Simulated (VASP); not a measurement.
Runs of VASP 6.6.1 on BiH4. The structure is that of space group F-43m (No. 216), or close to it. The cells are those of the table. 

```csv
task,cell,k mesh,cutoff (eV),k mesh for the DOS,occupations for the DOS,gap on the mesh (eV),pressure (GPa),largest force (eV/Å)
single point,"a = 4.318 Å, angles 60.0°, 5 atoms",6 × 6 × 6,520,-,-,none,(a),0.59
single point,"a = 3.988 Å, angles 60.0°, 5 atoms",6 × 6 × 6,520,-,-,none,-0.2,-
relaxation of cell and atoms,"relaxed from a = 4.318 Å, angles 60.0°, 5 atoms",6 × 6 × 6,600,-,-,none,-0.5,0.02
single point,"a = 3.988 Å, angles 60.0°, 5 atoms",12 × 12 × 12,520,-,-,none,-0.2,0.01
relaxation of cell and atoms,"relaxed from a = 3.988 Å, angles 60.0°, 5 atoms",12 × 12 × 12,600,-,-,none,0.1,0.01
```

Alike in all rows: level PBE; potentials or basis VASP PAW PBE potentials, release 64 (Bi_d, H); no spin polarisation; smearing gaussian 0.1 eV.

Task: Estimate the missing entries.

Result: (a) -3.2.

Caveats: spin-orbit coupling is left out, which moves the levels of the heavy elements.

A k mesh can miss the band edges, and the runs leave out spin-orbit coupling on Bi.

A gap of «none» marks levels without a gap at the run's occupations.
